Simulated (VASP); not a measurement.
Input of a VASP 6.6.1 run:

File POSCAR:

```
HfO2
1.0
   -0.1753924679      2.4802489664      2.4802489664
    2.4802489664     -0.1753924679      2.4802489664
    2.4802489664      2.4802489664     -0.1753924679
Hf O
1 2
Direct
    0.0000000000      0.0000000000      0.0000000000
    0.2558979273      0.2558979273      0.2558979273
    0.7441020727      0.7441020727      0.7441020727
```

INCAR.step1

```
ALGO     = Normal         # electronic algorithm
EDIFF    = 1E-5           # SCF threshold, eV
ENCUT    = 520            # plane-wave cutoff, eV
GGA      = PE             # functional
ISIF     = 2              # what is computed and relaxed
ISMEAR   = 0              # smearing method
KPAR     = 4            
LASPH    = T              # aspherical terms in the spheres
LCHARG   = F              # write CHGCAR
LREAL    = F              # projectors in reciprocal space
LWAVE    = T              # write WAVECAR
NBANDS   = 18             # bands
NELM     = 60             # most SCF steps
PREC     = Accurate       # precision mode
SIGMA    = 0.01           # smearing width, eV
```

File INCAR.step2:

```
ALGO     = Normal         # electronic algorithm
EDIFF    = 1E-7           # SCF threshold, eV
ENCUT    = 520            # plane-wave cutoff, eV
GGA      = PE             # functional
HFSCREEN = 0.2079         # screening, 1/A
ISIF     = 2              # what is computed and relaxed
ISMEAR   = 0              # smearing method
ISTART   = 1            
KPAR     = 4            
LASPH    = T              # aspherical terms in the spheres
LCHARG   = F              # write CHGCAR
LHFCALC  = T              # exact exchange
LREAL    = F              # projectors in reciprocal space
LWAVE    = F              # write WAVECAR
NBANDS   = 18             # bands
NELM     = 60             # most SCF steps
PREC     = Accurate       # precision mode
PRECFOCK = Normal       
SIGMA    = 0.01           # smearing width, eV
```

KPOINTS

```
k-points
0
Gamma
  6 6 6
```

Potentials or basis: VASP PAW PBE potentials, release 64 (Hf_pv, O).

The run is started by

```bash
$ cat potpaw_PBE.64/Hf_pv/POTCAR potpaw_PBE.64/O/POTCAR > POTCAR
$ cp INCAR.step1 INCAR
$ mpirun -np 4 vasp_std > vasp.out
$ cp INCAR.step2 INCAR
$ mpirun -np 4 vasp_std > vasp.out
```

What does it give for the band gap on the k mesh?

5.31 eV.

Predict the largest force.

0.100 eV/Å.

Estimate the pressure.

-14.1 GPa.

Forces in eV/Å, atoms in the order of the input:
```
Hf   0.000  0.000  0.000
O   -0.058 -0.058 -0.058
O    0.058  0.058  0.058
```

Caveat: the cell differs from its parent crystal (epitaxial 111 strain +5.0%); the cell stands under tension; the PAW data sets were made with another functional, which shifts forces and pressure a little; spin-orbit coupling is left out, which moves the levels of the heavy elements. A k mesh can miss the band edges.
